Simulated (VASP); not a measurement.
A run of VASP 6.6.1 is set up as follows.

File INCAR:

```
SYSTEM = C
ALGO     = Normal         ! electronic algorithm
EDIFF    = 1E-6           ! SCF threshold, eV
EDIFFG   = -0.01          ! ionic threshold
ENCUT    = 600            ! plane-wave cutoff, eV
GGA      = PE             ! functional
IBRION   = 2              ! ionic algorithm
ISIF     = 3              ! what is computed and relaxed
ISMEAR   = 0              ! smearing method
LASPH    = .TRUE.         ! aspherical terms in the spheres
LCHARG   = .FALSE.        ! write CHGCAR
LREAL    = .FALSE.        ! projectors in reciprocal space
LWAVE    = .FALSE.        ! write WAVECAR
NELM     = 100            ! most SCF steps
NSW      = 100            ! ionic steps
PREC     = Accurate       ! precision mode
SIGMA    = 0.1            ! smearing width, eV
```

KPOINTS

```
k-points
0
G
  22 22 22
  0 0 0
```

POSCAR

```
C
1.0
   -1.4573983733      1.4573983733      2.9632540511
    1.4573983733     -1.4573983733      2.9632540511
    1.4573983733      1.4573983733     -2.9632540511
C
4
Direct
    0.3750000000      0.0010115832      0.1260115832
    0.7510115832      0.1250000000      0.1260115832
    0.9989884168      0.6250000000      0.8739884168
    0.8750000000      0.2489884168      0.8739884168
```

Potentials or basis: VASP PAW PBE potentials, release 64 (C).

The run is started by

```bash
$ cat potpaw_PBE.64/C/POTCAR > POTCAR
$ mpirun -np 1 vasp_std > vasp.out
```

(1) What does it give for the band gap on the k mesh?

(2) What does it give for the relaxed volume?

(3) What does it give for the relaxed cell?

Answers

(1) zero (band 8 reaches 9.45 eV, above the bottom of band 9 at 8.78 eV).

(2) 6.30 Å³/atom.

(3) a = 3.611 Å, b = 3.611 Å, c = 3.611 Å, α = 132.40°, β = 132.40°, γ = 69.59°.
